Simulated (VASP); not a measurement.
The system is CdS.

```
CELL_PARAMETERS angstrom
4.19696 0.00000 0.00000
-2.09848 3.63467 0.00000
0.00000 0.00000 6.82791
ATOMIC_POSITIONS crystal
Cd 0.33333 0.66667 0.99920
Cd 0.66667 0.33333 0.49920
S 0.33333 0.66667 0.37580
S 0.66667 0.33333 0.87580
```

| Item | Value |
| --- | --- |
| Program | VASP 6.6.1 |
| Task | relaxation of cell and atoms |
| Functional | LDA |
| Potentials or basis | VASP PAW LDA potentials, release 64 (Cd_sv_GW, S) |
| Cutoff | 540 eV |
| k mesh | 6 × 6 × 4 |
| Occupations | gaussian, width 0.02 eV |
| Spin | no spin polarisation |

At the start: pressure -5.7 GPa; volume 26.04 Å³/atom.

Where does the relaxation end?

Over 9 steps the energy falls by 46.1 meV/atom and the volume is 23.68 Å³/atom (-9.0 %); space group P6_3mc (No. 186, to 0.05 Å).

The path:
| step | energy change (eV) | largest force (eV/Å) | pressure (GPa) | volume (Å³) |
| --- | --- | --- | --- | --- |
| 1 | 0.0000 | 0.0015 | -5.75 | 104.16 |
| 2 | -0.1412 | 0.0139 | 3.55 | 90.70 |
| 3 | -0.1842 | 0.0081 | 0.01 | 94.73 |
| 4 | -0.1841 | 0.0079 | -0.15 | 94.91 |
| 5 | -0.1842 | 0.0032 | -0.14 | 94.91 |
| 6 | -0.1842 | 0.0018 | -0.13 | 94.90 |
| 7 | -0.1842 | 0.0016 | -0.13 | 94.88 |
| 8 | -0.1842 | 0.0004 | -0.09 | 94.83 |
| 9 | -0.1842 | 0.0016 | -0.01 | 94.73 |

Final structure:
```cif
data_structure
_symmetry_space_group_name_H-M 'P 1'
_symmetry_Int_Tables_number 1
_cell_length_a 4.0658
_cell_length_b 4.0658
_cell_length_c 6.6172
_cell_angle_alpha 90.000
_cell_angle_beta 90.000
_cell_angle_gamma 120.000
_cell_volume 94.73
loop_
_atom_site_label
_atom_site_type_symbol
_atom_site_fract_x
_atom_site_fract_y
_atom_site_fract_z
_atom_site_occupancy
Cd1 Cd 0.33333 0.66667 0.99931 1
Cd2 Cd 0.66667 0.33333 0.49931 1
S1 S 0.33333 0.66667 0.37569 1
S2 S 0.66667 0.33333 0.87569 1
```
